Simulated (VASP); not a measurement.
# K (Fd-3m) in VASP: further runs

Runs on K. Level: revPBE. Tasks: single point, relaxation of cell and atoms.

Program: VASP 6.6.1. These are calculated values, not measurements. Logs are shortened: lines on timing, memory, paths and dates and some standing lists are left out, and cuts for length are marked.

### 1 The cell of the first run

The structure is cubic, space group Fd-3m (No. 227). The conventional cell has a = 9.924 Å, b = 9.924 Å, c = 9.924 Å, α = 90.00°, β = 90.00°, γ = 90.00°. K (site symmetry -43m) has 4 K at 4.30 Å within 5.6 Å.

This isn't the form of K at room conditions, which is bcc.

### 2 Single point, revPBE (122.18 Å³/atom)

Contents of INCAR:

```
SYSTEM = K
ALGO = Normal
EDIFF = 1E-6
ENCUT = 520
GGA = RE
ISIF = 2
ISMEAR = -1
LASPH = .TRUE.
LCHARG = .FALSE.
LREAL = .FALSE.
LWAVE = .FALSE.
NBANDS = 16
NELM = 60
PREC = Accurate
SIGMA = 0.1
```

Contents of KPOINTS:

```
k-points
0
G
  6 6 6
  0 0 0
```

Contents of POSCAR:

```
K
1.0
    0.0000000000      4.9621559076      4.9621559076
    4.9621559076      0.0000000000      4.9621559076
    4.9621559076      4.9621559076      0.0000000000
K
2
Direct
    0.1250000000      0.1250000000      0.1250000000
    0.8750000000      0.8750000000      0.8750000000
```

Potentials or basis: VASP PAW PBE potentials, release 64 (K_sv).

Run with:

```sh
$ cat potpaw_PBE.64/K_sv/POTCAR > POTCAR
$ mpirun -np 1 vasp_std > vasp.out
```

OUTCAR:

```text
SYSTEM = K
   EDIFF = 1E-6
   ENCUT = 520
   GGA = RE
   ISIF = 2
   ISMEAR = -1
   LASPH = .TRUE.
   LREAL = .FALSE.
   NELM = 60
   PREC = Accurate

 ion  position               nearest neighbor table
   1  0.125  0.125  0.125-
   2  0.875  0.875  0.875-

  LATTYP: Found a face centered cubic cell.
 ALAT       =     9.9243118152

  Lattice vectors:

 A1 = (   0.0000000000,   4.9621559076,   4.9621559076)
 A2 = (   4.9621559076,   0.0000000000,   4.9621559076)
 A3 = (   4.9621559076,   4.9621559076,   0.0000000000)

Analysis of symmetry for initial positions (statically):
=====================================================================
 Subroutine PRICEL returns:
 Original cell was already a primitive cell.

 Routine SETGRP: Setting up the symmetry group for a
 face centered cubic supercell.

 Subroutine GETGRP returns: Found 48 space group operations
 (whereof 12 operations were pure point group operations)
 out of a pool of 48 trial point group operations.

The static configuration has the point symmetry D_3d.
 The point group associated with its full space group is O_h .

Analysis of symmetry for dynamics (positions and initial velocities):
=====================================================================
 Subroutine PRICEL returns:
 Original cell was already a primitive cell.

 Routine SETGRP: Setting up the symmetry group for a
 face centered cubic supercell.

 Subroutine GETGRP returns: Found 48 space group operations
 (whereof 12 operations were pure point group operations)
 out of a pool of 48 trial point group operations.

The dynamic configuration has the point symmetry D_3d.
 The point group associated with its full space group is O_h .

 Subroutine INISYM returns: Found 48 space group operations
 (whereof 12 operations are pure point group operations),
 and found     1 'primitive' translations

----------------------------------------------------------------------------------------

                                     Primitive cell

  volume of cell :     244.3662

  direct lattice vectors                    reciprocal lattice vectors
     0.000000000  4.962155908  4.962155908    -0.100762654  0.100762654  0.100762654
     4.962155908  0.000000000  4.962155908     0.100762654 -0.100762654  0.100762654
     4.962155908  4.962155908  0.000000000     0.100762654  0.100762654 -0.100762654

  length of vectors
     7.017548183  7.017548183  7.017548183     0.174526037  0.174526037  0.174526037

  position of ions in fractional coordinates (direct lattice)
     0.125000000  0.125000000  0.125000000
     0.875000000  0.875000000  0.875000000

  ion indices of the primitive-cell ions
   primitive index   ion index
                 1           1
                 2           2

----------------------------------------------------------------------------------------

 KPOINTS: k-points

Automatic generation of k-mesh.
 Grid dimensions read from file:
 generate k-points for:    6    6    6

 Generating k-lattice:

  Cartesian coordinates                     Fractional coordinates (reciprocal lattice)
    -0.016793776  0.016793776  0.016793776     0.166666667  0.000000000  0.000000000
     0.016793776 -0.016793776  0.016793776     0.000000000  0.166666667  0.000000000
     0.016793776  0.016793776 -0.016793776     0.000000000  0.000000000  0.166666667

  Length of vectors
     0.029087673  0.029087673  0.029087673

  Shift w.r.t. Gamma in fractional coordinates (k-lattice)
     0.000000000  0.000000000  0.000000000

 Subroutine IBZKPT returns following result:
 ===========================================

 Found     16 irreducible k-points:

 Following reciprocal coordinates:
            Coordinates               Weight
  0.000000  0.000000  0.000000      1.000000
  0.166667  0.000000  0.000000      8.000000
  0.333333  0.000000  0.000000      8.000000
  0.500000  0.000000  0.000000      4.000000
  0.166667  0.166667  0.000000      6.000000
  0.333333  0.166667  0.000000     24.000000
[... 8 lines left out ...]
 -0.333333  0.333333  0.166667     24.000000
 -0.333333  0.500000  0.166667     12.000000
   k-points           NKPTS =     16   k-points in BZ     NKDIM =     16   number of bands    NBANDS=     16
   number of dos      NEDOS =    301   number of ions     NIONS =      2
   total plane-waves  NPLWV = 157464
   dimension x,y,z NGX =    54 NGY =   54 NGZ =   54
   dimension x,y,z NGXF=   108 NGYF=  108 NGZF=  108
   ions per type =               2
   NGX,Y,Z   is equivalent  to a cutoff of  12.79, 12.79, 12.79 a.u.
   NGXF,Y,Z  is equivalent  to a cutoff of  25.59, 25.59, 25.59 a.u.
 SYSTEM =  K
   PREC   = accura    normal or accurate (medium, high low for compatibility)
   ISTART =      0    job   : 0-new  1-cont  2-samecut
   ICHARG =      2    charge: 1-file 2-atom 10-const
   ISPIN  =      1    spin polarized calculation?
   LNONCOLLINEAR =      F non collinear calculations
   LSORBIT =      F    spin-orbit coupling
   LASPH  =      T    aspherical Exc in radial PAW
   ENCUT  =  520.0 eV  38.22 Ry    6.18 a.u.  13.05 13.05 13.05*2*pi/ulx,y,z
   NELM   =     60;   NELMIN=  2; NELMDL= -5     # of ELM steps
   EDIFF  = 0.1E-05   stopping-criterion for ELM
   LREAL  =      F    real-space projection
   EDIFFG = 0.1E-04   stopping-criterion for IOM
   NSW    =      0    number of steps for IOM
   IBRION =     -1    ionic relax: 0-MD 1-quasi-New 2-CG
   NFREE  =      0    steps in history (QN), initial steepest desc. (CG)
   ISIF   =      2    stress and relaxation
   ISYM   =      2    0-nonsym 1-usesym 2-fastsym
   POTIM  = 0.5000    time-step for ionic-motion
   TEBEG  =    0.0;   TEEND  =   0.0 temperature during run
   PSTRESS=    0.0 pullay stress
   NELECT =      18.0000    total number of electrons
   NUPDOWN=      -1.0000    fix difference up-down
   EMIN   =  10.00;   EMAX   =-10.00  energy-range for DOS
   EFERMI =   0.00;   METHOD = LEGACY
   ISMEAR =    -1;   SIGMA  =   0.10  broadening in eV -4-tet -1-fermi 0-gaus
   EFERMI_NEDOS =   21; number of points for ismear=-14 and -15
   IALGO  =     38    algorithm
   IMIX   =      4    mixing-type and parameters
     AMIX     =   0.40;   BMIX     =  1.00
     AMIX_MAG =   1.60;   BMIX_MAG =  1.00
  volume/ion in A,a.u.               =     122.18       824.53
  Fermi-wavevector in a.u.,A,eV,Ry     =   0.686255  1.296833  6.407601  0.470945
  Thomas-Fermi vector in A             =   1.766430
   LORBIT       =      0    0 simple, 1 ext, 2 COOP (PROOUT), +10 PAW based schemes
   GGA     = RE    functional components
   LHFCALC =     F    Hartree Fock is set to
   AEXX    =    0.0000 exact exchange contribution
   IVDW    =     0    specifies the selected vdW correction
   LEPSILON=     F    determine dielectric tensor
   LRPA    =     F    only Hartree local field effects (RPA)
 non-spin polarized calculation
  energy-cutoff  :      520.00
  volume of cell :      244.37
 maximum number of plane-waves:      6615
 NGX is ok and might be reduce to    54
   NGX = 27   NGY = 27   NGZ = 27

 number of electron      18.0000002 magnetization

 Free energy of the ion-electron system (eV)
  ---------------------------------------------------
  ext. energy  EPLUGINS =         0.00000000
  ---------------------------------------------------
  free energy    TOTEN  =        -1.34140127 eV

  energy without entropy =       -1.28360300  energy(sigma->0) =       -1.31250214

 E-fermi :  -0.8475     XC(G=0):  -4.3894

 val. band max:       -0.9355051154   @ k =   0.5000   0.0000   0.0000
 cond. band min:      -0.8298144457   @ k =   0.5000   0.5000   0.0000
 fundamental gap:      0.1056906697
 Fermi energy:        -0.8475417103

 k-point     1 :       0.0000    0.0000    0.0000
  band No.  band energies     occupation
      1     -33.5879      2.00000
      2     -33.5798      2.00000
      3     -17.0494      2.00000
      4     -17.0494      2.00000
      5     -17.0494      2.00000
      6     -17.0070      2.00000
[... 8 lines left out ...]
     15       1.7193      0.00000
     16       1.8820      0.00000

 k-point     2 :       0.1667    0.0000    0.0000
  band No.  band energies     occupation
      1     -33.5875      2.00000
      2     -33.5802      2.00000
      3     -17.0505      2.00000
      4     -17.0505      2.00000
      5     -17.0489      2.00000
      6     -17.0077      2.00000
[... 8 lines left out ...]
     15       1.7649      0.00000
     16       1.9353      0.00000

 k-point     3 :       0.3333    0.0000    0.0000
  band No.  band energies     occupation
      1     -33.5866      2.00000
      2     -33.5812      2.00000
      3     -17.0525      2.00000
      4     -17.0525      2.00000
      5     -17.0479      2.00000
      6     -17.0091      2.00000
[... 8 lines left out ...]
     15       1.5631      0.00000
     16       2.2980      0.00000

 k-point     4 :       0.5000    0.0000    0.0000
  band No.  band energies     occupation
      1     -33.5859      2.00000
      2     -33.5818      2.00000
      3     -17.0535      2.00000
      4     -17.0535      2.00000
      5     -17.0473      2.00000
      6     -17.0098      2.00000
[... 8 lines left out ...]
     15       1.5298      0.00000
     16       2.4630      0.00000
[... 172 lines left out ...]
 k-point    14 :       0.5000    0.3333    0.1667
  band No.  band energies     occupation
      1     -33.5856      2.00000
      2     -33.5821      2.00000
      3     -17.0569      2.00000
      4     -17.0551      2.00000
      5     -17.0393      2.00000
      6     -17.0176      2.00000
[... 8 lines left out ...]
     15       1.8875      0.00000
     16       2.4023      0.00000

 k-point    15 :      -0.3333    0.3333    0.1667
  band No.  band energies     occupation
      1     -33.5849      2.00000
      2     -33.5828      2.00000
      3     -17.0579      2.00000
      4     -17.0560      2.00000
      5     -17.0361      2.00000
      6     -17.0209      2.00000
[... 8 lines left out ...]
     15       2.0579      0.00000
     16       2.3378      0.00000

 k-point    16 :      -0.3333    0.5000    0.1667
  band No.  band energies     occupation
      1     -33.5839      2.00000
      2     -33.5839      2.00000
      3     -17.0577      2.00000
      4     -17.0577      2.00000
      5     -17.0285      2.00000
      6     -17.0285      2.00000
[... 8 lines left out ...]
     15       2.2974      0.00000
     16       2.2974      0.00000

------------------------ aborting loop because EDIFF is reached ----------------------------------------

  FORCE on cell =-STRESS in cart. coord.  units (eV):
  Direction    XX          YY          ZZ          XY          YZ          ZX
  --------------------------------------------------------------------------------------
  -------------------------------------------------------------------------------------
  Total       -0.0035970     -0.0035970     -0.0035970      0.0000000      0.0000000     -0.0000000
  in kB       -0.0235833     -0.0235833     -0.0235833      0.0000000      0.0000000     -0.0000000
  external PRESSURE =      -0.0235833 kB  Pullay stress =       0.0000000 kB

 VOLUME and BASIS-vectors are now :
 -----------------------------------------------------------------------------
  energy-cutoff  :      520.00
  volume of cell :      244.37
      direct lattice vectors                 reciprocal lattice vectors
     0.000000000  4.962155908  4.962155908    -0.100762654  0.100762654  0.100762654
     4.962155908  0.000000000  4.962155908     0.100762654 -0.100762654  0.100762654
     4.962155908  4.962155908  0.000000000     0.100762654  0.100762654 -0.100762654

 POSITION                                       TOTAL-FORCE (eV/Angst)
 -----------------------------------------------------------------------------------
      1.24054      1.24054      1.24054        -0.000000     -0.000000     -0.000000
      8.68377      8.68377      8.68377         0.000000      0.000000      0.000000
 -----------------------------------------------------------------------------------
    total drift:                               -0.000000      0.000000     -0.000000

  FREE ENERGIE OF THE ION-ELECTRON SYSTEM (eV)
  ---------------------------------------------------
  free  energy   TOTEN  =        -1.3414012746 eV

  energy  without entropy=       -1.2836030029  energy(sigma->0) =       -1.31250214
```

Run time: 39 s. Hardware: 1 thread of Intel Xeon 6975P-C (Granite Rapids), shared host; peak memory 0.4 GiB.

What came out:

* Free energy: -1.3414 eV
* Pressure: 0.0 GPa
* Band gap on the k mesh: zero (bands 9 and 10 overlap by 0.23 eV)

Levels at points of the mesh, in eV from the Fermi level:
```tsv
k point	band 5	band 6	band 7	band 8	band 9	band 10	band 11	band 12	band 13	band 14
(0.00, 0.00, 0.00)	-16.20	-16.16	-16.16	-16.16	-1.55	2.28	2.28	2.28	2.57	2.57
(0.50, 0.00, 0.00)	-16.20	-16.16	-16.16	-16.16	-0.57	-0.09	2.12	2.12	2.29	2.29
(0.50, 0.50, 0.00)	-16.18	-16.18	-16.15	-16.15	0.02	0.02	1.40	1.40	1.56	1.56
```

Caveat: the PAW data sets were made with another functional, which shifts forces and pressure a little.

### 3 Single point, revPBE (127.07 Å³/atom)

This run uses another cell than the first one, of 127.07 Å³/atom.

Contents of INCAR:

```
SYSTEM = K
PREC = Accurate
ENCUT = 520
EDIFF = 1E-6
ISMEAR = -1
SIGMA = 0.1
LREAL = .FALSE.
LASPH = .TRUE.
NELM = 60
ALGO = Normal
ISIF = 2
LWAVE = .FALSE.
LCHARG = .TRUE.
GGA = RE
LELF = .TRUE.
LVHAR = .TRUE.
NBANDS = 16
```

Contents of KPOINTS:

```
regular mesh
0
G
  6 6 6
  0 0 0
```

Contents of POSCAR:

```
K
1.0
    0.0000000000      5.0274549210      5.0274549210
    5.0274549210      0.0000000000      5.0274549210
    5.0274549210      5.0274549210      0.0000000000
K
2
Direct
    0.1250000000      0.1250000000      0.1250000000
    0.8750000000      0.8750000000      0.8750000000
```

Potentials or basis: VASP PAW PBE potentials, release 64 (K_sv).

Run with:

```sh
$ cat potpaw_PBE.64/K_sv/POTCAR > POTCAR
$ mpirun -np 1 vasp_std > vasp.out
```

Run time: 45 s. Hardware: 1 thread of Intel Xeon 6975P-C (Granite Rapids), shared host; peak memory 0.4 GiB.

It converged, with:

```
Free energy            : -1.3406 eV
Pressure               : 0.0 GPa
Band gap on the k mesh : zero (bands 9 and 10 overlap by 0.19 eV)
```

Levels at points of the mesh, in eV from the Fermi level:
```csv
k point,band 5,band 6,band 7,band 8,band 9,band 10,band 11,band 12,band 13,band 14
"(0.00, 0.00, 0.00)",-16.20,-16.16,-16.16,-16.16,-1.51,2.24,2.24,2.24,2.53,2.53
"(0.50, 0.00, 0.00)",-16.20,-16.17,-16.16,-16.16,-0.56,-0.07,2.11,2.11,2.23,2.23
"(0.50, 0.50, 0.00)",-16.18,-16.18,-16.16,-16.16,0.01,0.01,1.40,1.40,1.52,1.52
```

Caveat: the PAW data sets were made with another functional, which shifts forces and pressure a little.

### 4 Single point, revPBE (131.96 Å³/atom)

This run uses another cell than the first one, of 131.96 Å³/atom.

Contents of INCAR:

```
  ALGO = Normal
  EDIFF = 1E-7
  ENCUT = 520
  GGA = RE
  ISIF = 2
  ISMEAR = -1
  LASPH = True
  LCHARG = True
  LELF = True
  LREAL = False
  LVHAR = True
  LWAVE = False
  NBANDS = 16
  NELM = 80
  PREC = Accurate
  SIGMA = 0.1
```

Contents of KPOINTS:

```
k-points
0
Gamma
  6 6 6
```

Contents of POSCAR:

```
K
1.0
    0.0000000000      5.0911003474      5.0911003474
    5.0911003474      0.0000000000      5.0911003474
    5.0911003474      5.0911003474      0.0000000000
K
2
Direct
    0.1250000000      0.1250000000      0.1250000000
    0.8750000000      0.8750000000      0.8750000000
```

Run with:

```sh
$ cat potpaw_PBE.64/K_sv/POTCAR > POTCAR
$ mpirun -np 1 vasp_std > vasp.out
```

It took 54 s on 1 thread of Intel Xeon 6975P-C (Granite Rapids), shared host; peak memory 0.41 GiB.

Results (log left out):

- Free energy: -1.3377 eV
- Pressure: -0.1 GPa
- Band gap on the k mesh: zero (bands 9 and 10 overlap by 0.16 eV)

Levels at points of the mesh, in eV from the Fermi level:
```
           k point  band 6  band 7  band 8  band 9  band 10  band 11  band 12  band 13
(0.00, 0.00, 0.00)  -16.17  -16.17  -16.17   -1.47     2.21     2.21     2.21     2.50
(0.50, 0.00, 0.00)  -16.17  -16.17  -16.17   -0.55    -0.05     2.11     2.11     2.17
(0.50, 0.50, 0.00)  -16.18  -16.16  -16.16    0.01     0.01     1.40     1.40     1.49
```

Caveat: the PAW data sets were made with another functional, which shifts forces and pressure a little.

### 5 Single point, revPBE (136.85 Å³/atom)

This run uses another cell than the first one, of 136.85 Å³/atom.

Contents of INCAR:

```
SYSTEM = K
PREC = Accurate
ENCUT = 520
EDIFF = 1E-6
ISMEAR = -1
SIGMA = 0.1
LREAL = .FALSE.
LASPH = .TRUE.
NELM = 60
ALGO = Normal
ISIF = 2
LWAVE = .FALSE.
LCHARG = .FALSE.
GGA = RE
NBANDS = 16
```

Contents of KPOINTS:

```
Automatic mesh
0
G
  6 6 6
  0 0 0
```

Contents of POSCAR:

```
K
1.0
    0.0000000000      5.1531930565      5.1531930565
    5.1531930565      0.0000000000      5.1531930565
    5.1531930565      5.1531930565      0.0000000000
K
2
Direct
    0.1250000000      0.1250000000      0.1250000000
    0.8750000000      0.8750000000      0.8750000000
```

Run with:

```sh
$ cat potpaw_PBE.64/K_sv/POTCAR > POTCAR
$ mpirun -np 1 vasp_std > vasp.out
```

Run time: 48 s. Hardware: 1 thread of Intel Xeon 6975P-C (Granite Rapids), shared host; peak memory 0.4 GiB.

The run converged. Its results:

- Free energy: -1.3331 eV
- Pressure: -0.1 GPa
- Band gap on the k mesh: zero (bands 9 and 10 overlap by 0.13 eV)

Levels at points of the mesh, in eV from the Fermi level:
```
           k point  band 7  band 8  band 9  band 10  band 11  band 12
(0.00, 0.00, 0.00)  -16.17  -16.17   -1.43     2.18     2.18     2.18
(0.50, 0.00, 0.00)  -16.17  -16.17   -0.55    -0.03     2.10     2.10
(0.50, 0.50, 0.00)  -16.17  -16.17    0.01     0.01     1.41     1.41
```

Caveat: the PAW data sets were made with another functional, which shifts forces and pressure a little.

### 6 Single point, revPBE

Contents of INCAR:

```
SYSTEM = K
PREC     = Accurate       ! precision mode
ENCUT    = 520            ! plane-wave cutoff, eV
EDIFF    = 1E-6           ! SCF threshold, eV
ISMEAR   = -1             ! smearing method
SIGMA    = 0.1            ! smearing width, eV
LREAL    = .False.        ! projectors in reciprocal space
LASPH    = .True.         ! aspherical terms in the spheres
NELM     = 80             ! most SCF steps
ALGO     = Normal         ! electronic algorithm
ISIF     = 2              ! what is computed and relaxed
LWAVE    = .False.        ! write WAVECAR
LCHARG   = .True.         ! write CHGCAR
GGA      = RE             ! functional
LELF     = .True.         ! ELF
LVHAR    = .True.       
NBANDS   = 16             ! bands
```

Contents of KPOINTS:

```
Automatic mesh
0
Gamma
  9 9 9
  0 0 0
```

Contents of POSCAR:

```
K
1.0
    0.0000000000      4.9621559076      4.9621559076
    4.9621559076      0.0000000000      4.9621559076
    4.9621559076      4.9621559076      0.0000000000
K
2
Direct
    0.1250000000      0.1250000000      0.1250000000
    0.8750000000      0.8750000000      0.8750000000
```

Potentials or basis: VASP PAW PBE potentials, release 64 (K_sv).

Run with:

```sh
$ cat potpaw_PBE.64/K_sv/POTCAR > POTCAR
$ mpirun -np 1 vasp_std > vasp.out
```

It took 90 s on 1 thread of Intel Xeon 6975P-C (Granite Rapids), shared host; peak memory 0.43 GiB.

The run converged. Its results:

```yaml
Free_energy: -1.3427 eV
Pressure: 0.0 GPa
Band_gap_on_the_k_mesh: zero (bands 9 and 10 overlap by 0.10 eV)
```

Levels at points of the mesh, in eV from the Fermi level:
```
           k point  band 5  band 6  band 7  band 8  band 9  band 10  band 11  band 12  band 13  band 14
(0.00, 0.00, 0.00)  -16.20  -16.16  -16.16  -16.16   -1.55     2.29     2.29     2.29     2.57     2.57
```

Caveat: the PAW data sets were made with another functional, which shifts forces and pressure a little.

(Part 1 of 2 ends here.)

The gap in the log of VASP goes by the Fermi energy; the results here count the filled bands.